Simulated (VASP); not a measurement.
P, 2 atoms in the cell. It takes space group R-3m (No. 166, trigonal). Conventional cell: a = 3.440 Å, b = 3.440 Å, c = 8.817 Å, α = 90.00°, β = 90.00°, γ = 120.00°. Within 3.1 Å of P (site symmetry 3m) lie 6 P at 2.31 to 2.65 Å. 

```yaml
Program: VASP 6.6.1
Task: single point
Functional: PBEsol
Potentials_or_basis: VASP PAW PBE potentials, release 64 (P)
Cutoff: 520 eV
k_mesh: 12 × 12 × 12
Occupations: fermi-dirac, width 0.1 eV
Spin: no spin polarisation
Dipole_correction: no
Further_INCAR_settings: ALGO = Fast; EDIFF = 1e-06; NBANDS = 12
```

Potentials or basis: VASP PAW PBE potentials, release 64 (P).

The run is started by

```console
$ cat potpaw_PBE.64/P/POTCAR > POTCAR
$ mpirun -np 1 vasp_std > vasp.out
```

Hardware: 1 thread of Intel(R) Xeon(R) 6975P-C (Granite Rapids), on a shared host.

Q: Estimate the wall time of this run.

A: Run time: 24 s on 1 thread of Intel(R) Xeon(R) 6975P-C (Granite Rapids), with other jobs on the host, peak memory 0.18 GiB. Counts: scf iterations 11, k points 189.
